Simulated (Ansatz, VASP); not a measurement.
One calculation of PbO2, two programs

```xyz
12
Lattice="-4.8435 4.8435 2.8345 4.8435 -4.8435 2.8345 4.8435 4.8435 -2.8345" Properties=species:S:1:pos:R:3 pbc="T T T"
Pb    1.7140    1.7140    0.0000
Pb   -3.1295    3.1295    2.8345
Pb    3.1295   -3.1295    2.8345
Pb    3.1295    3.1295    2.8345
O     2.4217    2.4217    1.4173
O     2.4217   -2.4217    1.4173
O    -2.4217    2.4217    1.4173
O     2.4217    2.4217   -1.4173
O     2.0240    0.0000    0.0000
O     0.0000    7.6630    0.0000
O     0.0000    2.0240    0.0000
O     7.6630    0.0000    0.0000
```

Alike in both runs: task single point; functional LDA; k mesh 4 × 4 × 4; occupations gaussian, width 0.1 eV; no spin polarisation.

|  | VASP | Ansatz |
| --- | --- | --- |
| version | VASP 6.6.1 | Ansatz 0.2.0 |
| potentials or method | VASP PAW LDA potentials, release 64 (Pb_d, O), cutoff 520 eV | scalar-relativistic, plane waves, PAW |
| valence electrons in the cell | 104 | 104 |

```csv
,VASP,Ansatz,Ansatz less VASP
gap on the k mesh at the Fermi level (eV),1.91,1.88,-0.029
least direct gap on the mesh (eV),1.91,1.88,-0.029
rms of the force components (eV/Å),1.339,1.363,+0.0236
```

LDA's correlation is that of Perdew and Zunger in VASP and of Perdew and Wang (1992) in Ansatz. Atom by atom the forces differ by 0.030 eV/Å (rms over components).

Neither program's run includes spin-orbit coupling.
